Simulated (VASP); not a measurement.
## Cu3O2: single point with PBE

Cu3O2:

```
CELL_PARAMETERS angstrom
-1.97235 1.97235 3.86650
1.97235 -1.97235 3.86650
1.97235 1.97235 -3.86650
ATOMIC_POSITIONS crystal
Cu 0.25000 0.75000 0.50000
Cu 0.75000 0.25000 0.50000
Cu 0.00000 0.00000 0.00000
O 0.00000 0.50000 0.50000
O 0.50000 0.00000 0.50000
```

- Program: VASP 6.6.1
- Task: single point
- Functional: PBE
- Potentials or basis: VASP PAW PBE potentials, release 64 (Cu, O)
- Cutoff: 520 eV
- k mesh: 14 × 14 × 14
- Occupations: gaussian, width 0.15 eV
- Spin: no spin polarisation
- Dipole correction: no
- Further INCAR settings: ALGO = Normal; EDIFF = 1e-06; NBANDS = 30

```json
{
 "Pressure": "-3.2 GPa",
 "Band gap on the k mesh": "zero (an odd number of electrons rules out a gap without spin polarisation)"
}
```

Stress tensor (GPa, compression positive):
```
  2.89   0.00   0.00
  0.00   2.89   0.00
  0.00   0.00 -15.46
```

Levels at points of the mesh, in eV from the Fermi level:
| k point | band 21 | band 22 | band 23 | band 24 | band 25 | band 26 |
| --- | --- | --- | --- | --- | --- | --- |
| (0.00, 0.00, 0.00) | -0.96 | -0.96 | 0.04 | 0.33 | 5.20 | 5.20 |
| (0.50, 0.00, 0.00) | -0.99 | -0.54 | -0.27 | 2.36 | 2.81 | 8.03 |
| (0.50, 0.50, 0.00) | -0.33 | -0.22 | 0.44 | 1.57 | 3.32 | 3.39 |
| (0.50, 0.50, 0.50) | -1.32 | -0.45 | -0.45 | 3.52 | 3.92 | 6.20 |

It took 4 min on 1 thread of Intel(R) Xeon(R) 6975P-C (Granite Rapids), on a shared host, peak memory 0.47 GiB.

Caveat: the stress differs along the axes, from -15 to 3 GPa. With open d or f shells a metallic result of PBE can be an artefact of self-interaction; +U or a hybrid may open a gap.
